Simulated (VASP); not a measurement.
**Zr7N8 (a cell with a defect): relaxation of the atoms with PBE**

Zr7N8 (a cell with a defect):

```xyz
15
Lattice="0.0000 4.5946 -4.5946 4.5946 4.5946 0.0000 4.5946 0.0000 -4.5946" Properties=species:S:1:pos:R:3 pbc="T T T"
Zr    2.2973    2.2973   -2.2973
Zr    4.5946    6.8919   -4.5946
Zr    2.2973    4.5946   -4.5946
Zr    6.8919    4.5946   -4.5946
Zr    4.5946    2.2973   -4.5946
Zr    6.8919    6.8919   -6.8919
Zr    4.5946    4.5946   -6.8919
N     2.2973    4.5946   -2.2973
N     0.0000    2.2973   -2.2973
N     2.2973    6.8919   -4.5946
N     0.0000    4.5946   -4.5946
N     4.5946    4.5946   -4.5946
N     2.2973    2.2973   -4.5946
N     4.5946    6.8919   -6.8919
N     2.2973    4.5946   -6.8919
```

This cell differs from its parent crystal: atoms taken out.

| Quantity | Value |
| --- | --- |
| Program | VASP 6.6.1 |
| Task | relaxation of the atoms |
| Functional | PBE |
| Potentials or basis | VASP PAW PBE potentials, release 64 (Zr_sv, N) |
| Cutoff | 520 eV |
| k mesh | 5 × 5 × 5 |
| Occupations | gaussian, width 0.1 eV |
| Spin | no spin polarisation |
| Dipole correction | no |
| Further INCAR settings | ALGO = Normal; EDIFF = 1e-07; IBRION = 2; EDIFFG = -0.025; NSW = 65 |

* Energy gained by relaxing: 23.9 meV/atom
* Ionic steps: 3
* Pressure after relaxing: -3.3 GPa
* Largest force after relaxing: 0.009 eV/Å
* Band gap on the k mesh: zero (bands 62 and 63 overlap by 1.90 eV)

Forces on the atoms (eV/Å):
```
Zr   0.000  0.000  0.000
Zr   0.000  0.000  0.000
Zr   0.000  0.000  0.000
Zr   0.000  0.000  0.000
Zr   0.000  0.000  0.000
Zr   0.000  0.000  0.000
Zr   0.000  0.000  0.000
N   -0.009  0.000  0.000
N    0.000  0.009  0.000
N    0.000  0.000  0.000
N    0.000  0.000  0.009
N    0.000  0.000 -0.009
N    0.000  0.000  0.000
N    0.000 -0.009  0.000
N    0.009  0.000  0.000
```

The path:
| step | energy change (eV) | largest force (eV/Å) | pressure (GPa) |
| --- | --- | --- | --- |
| 1 | 0.0000 | 1.2642 | -5.62 |
| 2 | -0.3205 | 0.4462 | -4.10 |
| 3 | -0.3582 | 0.0092 | -3.28 |

Final structure:
```yaml
crystal:
  lattice:
    - [0.00000, 4.59460, -4.59460]
    - [4.59460, 4.59460, 0.00000]
    - [4.59460, 0.00000, -4.59460]
  atoms:
    - { symbol: Zr, position: [0.25000, 0.25000, 0.25000] }
    - { symbol: Zr, position: [0.75000, 0.75000, 0.25000] }
    - { symbol: Zr, position: [0.75000, 0.25000, 0.25000] }
    - { symbol: Zr, position: [0.25000, 0.75000, 0.75000] }
    - { symbol: Zr, position: [0.25000, 0.25000, 0.75000] }
    - { symbol: Zr, position: [0.75000, 0.75000, 0.75000] }
    - { symbol: Zr, position: [0.75000, 0.25000, 0.75000] }
    - { symbol: N, position: [0.50960, 0.49040, 0.99040] }
    - { symbol: N, position: [0.50960, 0.00960, 0.99040] }
    - { symbol: N, position: [0.00000, 0.50000, 0.00000] }
    - { symbol: N, position: [0.99040, 0.00960, 0.99040] }
    - { symbol: N, position: [0.50960, 0.49040, 0.50960] }
    - { symbol: N, position: [0.50000, 0.00000, 0.50000] }
    - { symbol: N, position: [0.99040, 0.49040, 0.50960] }
    - { symbol: N, position: [0.99040, 0.00960, 0.50960] }
```

Levels at points of the mesh, in eV from the Fermi level:
```tsv
k point	band 61	band 62	band 63	band 64	band 65	band 66
(0.00, 0.00, 0.00)	-1.64	-1.64	-1.64	0.77	0.77	0.77
```

Wall time 12 min on 1 thread of Oxide Virtual Turin-like Processor, on a shared host, peak memory 0.35 GiB.

Caveat: the cell differs from its parent crystal (atoms taken out).
